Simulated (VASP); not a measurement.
ZnS, 8 atoms in the cell. Symmetry: P4_2/mnm, No. 136, tetragonal system. Conventional cell: a = 6.630 Å, b = 6.630 Å, c = 3.862 Å, α = 90.00°, β = 90.00°, γ = 90.00°. Within 3.1 Å of Zn (site symmetry m2m) lie 4 S at 2.33 to 2.39 Å. Within 3.1 Å of S (site symmetry m2m) lie 4 Zn at 2.33 to 2.39 Å. 

```yaml
Program: VASP 6.6.1
Task: single point
Functional: PBE
Potentials_or_basis: VASP PAW PBE potentials, release 64 (Zn, S)
Cutoff: 520 eV
k_mesh: 4 × 4 × 4
Occupations: gaussian, width 0.1 eV
Spin: no spin polarisation
Dipole_correction: no
Further_INCAR_settings: ALGO = Normal; EDIFF = 1e-07; NBANDS = 46
```

Potentials or basis: VASP PAW PBE potentials, release 64 (Zn, S).

Run with:

```sh
$ cat potpaw_PBE.64/Zn/POTCAR potpaw_PBE.64/S/POTCAR > POTCAR
$ mpirun -np 1 vasp_std > vasp.out
```

Hardware: 1 thread of Intel(R) Xeon(R) 6975P-C (Granite Rapids), on a shared host.

Question: Estimate the wall time of this run.

Answer: Run time: 75 s on 1 thread of Intel(R) Xeon(R) 6975P-C (Granite Rapids), with other jobs on the host, peak memory 0.3 GiB. Counts: scf iterations 15, k points 18.
